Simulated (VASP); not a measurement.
A run of VASP 6.6.1:

Contents of INCAR:

```
ALGO = Normal
EDIFF = 1E-7
ENCUT = 520
GGA = PE
ISIF = 2
ISMEAR = 0
LASPH = T
LCHARG = F
LREAL = F
LWAVE = F
NBANDS = 28
NELM = 100
PREC = Accurate
SIGMA = 0.02
```

The input KPOINTS:

```
k-points
0
Gamma
  8 8 8
```

File POSCAR:

```
BaTiO3
1.0
    2.6381797194      1.5231537712      2.1540647208
   -2.6381797194      1.5231537712      2.1540647208
    0.0000000000     -3.0463075423      2.1540647208
Ba Ti O
1 1 3
Direct
   -0.0057798000     -0.0057798000     -0.0057798000
    0.4942202000      0.4942202000      0.4942202000
    0.4942202000      0.9942202000      0.4942202000
    0.4942202000      0.4942202000      0.9942202000
    0.9942202000      0.4942202000      0.4942202000
```

Potentials or basis: VASP PAW PBE potentials, release 64 (Ba_sv, Ti_sv, O).

Command:

```sh
$ cat potpaw_PBE.64/Ba_sv/POTCAR potpaw_PBE.64/Ti_sv/POTCAR potpaw_PBE.64/O/POTCAR > POTCAR
$ mpirun -np 1 vasp_std > vasp.out
```

Hardware: 1 thread of AMD EPYC 7R13 (shared host).

Problem. How long does it take, and how much memory?

Solution. Wall time 100 s on 1 thread of AMD EPYC 7R13, with other jobs on the host, peak memory 0.16 GiB. Counts: scf iterations 17, k points 35.
